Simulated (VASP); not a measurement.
Runs of VASP 6.6.1 on TePb. The structure is that of space group Fm-3m (No. 225), or close to it. The cells are those of the table. 

| task | cell | cutoff (eV) | k mesh for the DOS | occupations for the DOS | gap on the mesh (eV) | pressure (GPa) |
| --- | --- | --- | --- | --- | --- | --- |
| single point | a = 4.552 Å, angles 60.0°, 2 atoms | 500 | - | - | 0.71 | 2.6 |
| single point | a = 4.797 Å, angles 60.0°, 2 atoms | 500 | - | - | 0.97 | -3.0 |
| single point | a = 4.600 Å, angles 60.0°, 2 atoms | 500 | - | - | (a) | (b) |
| single point | a = 4.503 Å, angles 60.0°, 2 atoms | 500 | - | - | 0.64 | (c) |

Alike in all rows: level PBE; potentials or basis VASP PAW PBE potentials, release 64 (Te, Pb_d); no spin polarisation; k mesh 8 × 8 × 8; smearing gaussian 0.02 eV.

Task: Fill in the values left out.

Result: (a) 0.78; (b) 1.1; (c) 4.4.

Caveats: spin-orbit coupling is left out, which moves the levels of the heavy elements.

A k mesh can miss the band edges, and the runs leave out spin-orbit coupling on Pb, Te.
